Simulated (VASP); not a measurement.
Input of a VASP 6.6.1 run:

Contents of INCAR:

```
PREC = Accurate
ENCUT = 520
EDIFF = 1E-6
ISMEAR = 1
SIGMA = 0.15
LREAL = False
LASPH = True
NELM = 100
ALGO = Normal
ISIF = 2
LWAVE = False
LCHARG = False
GGA = PS
NBANDS = 12
```

The input KPOINTS:

```
Automatic mesh
0
Gamma
  12 12 12
```

Contents of POSCAR:

```
Ag
1.0
    0.0000000000      2.0696313722      2.0696313722
    2.0696313722      0.0000000000      2.0696313722
    2.0696313722      2.0696313722      0.0000000000
Ag
1
Direct
    0.0000000000      0.0000000000      0.0000000000
```

Potentials or basis: VASP PAW PBE potentials, release 64 (Ag).

Launch:

```bash
$ cat potpaw_PBE.64/Ag/POTCAR > POTCAR
$ mpirun -np 1 vasp_std > vasp.out
```

Question: What does it give for the pressure?

Answer: -6.2 GPa.

Caveat: the PAW data sets were made with another functional, which shifts forces and pressure a little.
